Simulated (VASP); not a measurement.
# CdSe (P6_3mc) in VASP: notebook, part 2 of 2

VASP 6.6.1. Earlier steps stand in the parts before.

## Step 6: Relaxation of cell and atoms, LDA

This run uses another cell than the first one, of 27.11 Å³/atom.

Contents of INCAR:

```
PREC = Accurate ; ENCUT = 600
EDIFF = 1E-6 ; ISMEAR = 0
SIGMA = 0.01 ; LREAL = False
LASPH = True ; NELM = 80
ALGO = Normal ; ISIF = 3
LWAVE = False ; LCHARG = False
IBRION = 2 ; NSW = 80
EDIFFG = -0.001
```

Contents of KPOINTS:

```
regular mesh
0
Gamma
  10 10 4
```

Contents of POSCAR:

```
CdSe
1.0
    4.2475477704      0.0000000000      0.0000000000
   -2.1237738852      3.6784842730      0.0000000000
    0.0000000000      0.0000000000      6.9414473489
Cd Se
2 2
Direct
    0.6666666667      0.3333333333      0.5002594996
    0.3333333333      0.6666666667      1.0002594996
    0.6666666667      0.3333333333      0.8756005004
    0.3333333333      0.6666666667      0.3756005004
```

Potentials or basis: VASP PAW LDA potentials, release 64 (Cd, Se).

Command:

```sh
$ cat potpaw_LDA.64/Cd/POTCAR potpaw_LDA.64/Se/POTCAR > POTCAR
$ mpirun -np 1 vasp_std > vasp.out
```

OUTCAR:

```text
PREC = Accurate
   ENCUT = 600
   EDIFF = 1E-6
   ISMEAR = 0
   LREAL = False
   LASPH = True
   NELM = 80
   ISIF = 3
   IBRION = 2
   NSW = 80
   EDIFFG = -0.001

 ion  position               nearest neighbor table
   1  0.667  0.333  0.500-   4 2.60   4 2.60   4 2.60   3 2.61
   2  0.333  0.667  0.000-   3 2.60   3 2.60   3 2.60   4 2.61
   3  0.667  0.333  0.876-   2 2.60   2 2.60   2 2.60   1 2.61
   4  0.333  0.667  0.376-   1 2.60   1 2.60   1 2.60   2 2.61

  LATTYP: Found a hexagonal cell.
 ALAT       =     4.2475477704
 C/A-ratio  =     1.6342246689

  Lattice vectors:

 A1 = (   4.2475477704,   0.0000000000,   0.0000000000)
 A2 = (  -2.1237738852,   3.6784842730,   0.0000000000)
 A3 = (   0.0000000000,   0.0000000000,   6.9414473489)

Analysis of symmetry for initial positions (statically):
=====================================================================
 Subroutine PRICEL returns:
 Original cell was already a primitive cell.

 Routine SETGRP: Setting up the symmetry group for a
 hexagonal supercell.

 Subroutine GETGRP returns: Found 12 space group operations
 (whereof  6 operations were pure point group operations)
 out of a pool of 24 trial point group operations.

The static configuration has the point symmetry C_3v.
 The point group associated with its full space group is C_6v.
[... 277 lines left out ...]

  energy  without entropy=      -13.5191311269  energy(sigma->0) =      -13.51913113

[... ionic steps 4 to 13 ...]

--------------------------------------- Ionic step       14  -------------------------------------------

 number of electron      36.0000006 magnetization

------------------------ aborting loop because EDIFF is reached ----------------------------------------
[... 71 lines left out ...]
--------------------------------------- Ionic step       16  -------------------------------------------

 number of electron      36.0000006 magnetization

 Free energy of the ion-electron system (eV)
  ---------------------------------------------------
  ext. energy  EPLUGINS =         0.00000000
  ---------------------------------------------------
  free energy    TOTEN  =       -13.51913114 eV

  energy without entropy =      -13.51913114  energy(sigma->0) =      -13.51913114

 E-fermi :   1.1194     XC(G=0):  -9.4141

 val. band max:        1.0608728627   @ k =   0.0000   0.0000   0.0000
 cond. band min:       1.5398177948   @ k =   0.0000   0.0000   0.0000
 fundamental gap:      0.4789449321
 Fermi energy:         1.1193979411

 k-point     1 :       0.0000    0.0000    0.0000
  band No.  band energies     occupation
      1     -11.7643      2.00000
      2     -11.3534      2.00000
      3      -6.9950      2.00000
      4      -6.9858      2.00000
      5      -6.9858      2.00000
      6      -6.9118      2.00000
[... 589 lines left out ...]
     21       6.1002      0.00000
     22       6.2332      0.00000

 [... further k-points ...]

------------------------ aborting loop because EDIFF is reached ----------------------------------------

  FORCE on cell =-STRESS in cart. coord.  units (eV):
  Direction    XX          YY          ZZ          XY          YZ          ZX
  --------------------------------------------------------------------------------------
  -------------------------------------------------------------------------------------
  Total        0.0032926      0.0032926      0.0007105      0.0000000      0.0000000      0.0000000
  in kB        0.0482722      0.0482722      0.0104169      0.0000000      0.0000000      0.0000000
  external PRESSURE =       0.0356537 kB  Pullay stress =       0.0000000 kB
[... 19 lines left out ...]
  FREE ENERGIE OF THE ION-ELECTRON SYSTEM (eV)
  ---------------------------------------------------
  free  energy   TOTEN  =       -13.5191311397 eV

  energy  without entropy=      -13.5191311397  energy(sigma->0) =      -13.51913114

 reached required accuracy - stopping structural energy minimisation
```

Run time: 5.5 min. Hardware: 1 thread of Intel Xeon Platinum 8488C (Sapphire Rapids), shared host; peak memory 0.28 GiB.

What came out:

| Property | Result |
| --- | --- |
| Free energy | -13.5191 eV |
| Relaxed volume | 27.32 Å³/atom |
| Relaxed cell | a = 4.258 Å, b = 4.258 Å, c = 6.960 Å, α = 90.00°, β = 90.00°, γ = 120.00° |
| Space group after relaxing (to 0.1 Å) | P6_3mc (No. 186) |
| Energy gained by relaxing | 0.3 meV/atom |
| Ionic steps | 16 |
| Pressure after relaxing | 0.0 GPa |
| Band gap on the k mesh | 0.48 eV |

Step by step:
```csv
step,energy change (eV),largest force (eV/Å),pressure (GPa),volume (Å³)
1,0.0000,0.0017,0.45,108.46
2,-0.0009,0.0005,-0.19,109.66
3,-0.0011,0.0000,-0.01,109.28
4,-0.0011,0.0000,0.00,109.27
5,-0.0011,0.0001,0.01,109.27
6,-0.0011,0.0004,0.01,109.27
7,-0.0011,0.0017,0.01,109.27
8,-0.0011,0.0016,0.01,109.27
9,-0.0011,0.0012,0.01,109.27
10,-0.0011,0.0009,0.01,109.27
11,-0.0011,0.0008,0.01,109.27
12,-0.0011,0.0008,0.01,109.27
13,-0.0011,0.0005,0.01,109.27
14,-0.0011,0.0005,0.01,109.27
15,-0.0011,0.0003,0.02,109.27
16,-0.0011,0.0004,0.00,109.28
```

Final structure:
```
CELL_PARAMETERS angstrom
4.25814 0.00000 0.00000
-2.12907 3.68765 0.00000
0.00000 0.00000 6.95959
ATOMIC_POSITIONS crystal
Cd 0.66667 0.33333 0.50027
Cd 0.33333 0.66667 0.00027
Se 0.66667 0.33333 0.87559
Se 0.33333 0.66667 0.37559
```

Caveat: semilocal functionals underestimate gaps, and a narrow one can read as zero.

## Step 7: Overview

| task | cell | k mesh | cutoff (eV) | smearing | gap on the mesh (eV) | pressure (GPa) | relaxed volume (Å³/atom) |
| --- | --- | --- | --- | --- | --- | --- | --- |
| single point | a = 4.346, b = 4.346, c = 7.090 Å, angles 90.0, 90.0, 120.0°, 4 atoms, atomic positions A | 6 × 6 × 4 | 520 | gaussian 0.1 eV | 0.35 | -2.9 | - |
| single point | a = 4.248, b = 4.248, c = 6.941 Å, angles 90.0, 90.0, 120.0°, 4 atoms, atomic positions B | 9 × 9 × 4 | 520 | gaussian 0.02 eV | 0.50 | 0.5 | - |
| single point | a = 4.248, b = 4.248, c = 6.941 Å, angles 90.0, 90.0, 120.0°, 4 atoms, atomic positions B | 10 × 10 × 4 | 520 | gaussian 0.01 eV | 0.50 | 0.5 | - |
| relaxation of cell and atoms | relaxed from a = 4.346, b = 4.346, c = 7.090 Å, angles 90.0, 90.0, 120.0°, 4 atoms, atomic positions A | 9 × 9 × 4 | 600 | gaussian 0.02 eV | 0.48 | 0.0 | 27.32 |
| relaxation of cell and atoms | relaxed from a = 4.248, b = 4.248, c = 6.941 Å, angles 90.0, 90.0, 120.0°, 4 atoms, atomic positions B | 10 × 10 × 4 | 600 | gaussian 0.01 eV | 0.48 | 0.0 | 27.32 |

Alike in all rows: level LDA; potentials or basis VASP PAW LDA potentials, release 64 (Cd, Se); no spin polarisation.

Caveats: semilocal functionals underestimate gaps, and a narrow one can read as zero.

Absolute energies hang on the potentials; compare differences alone.
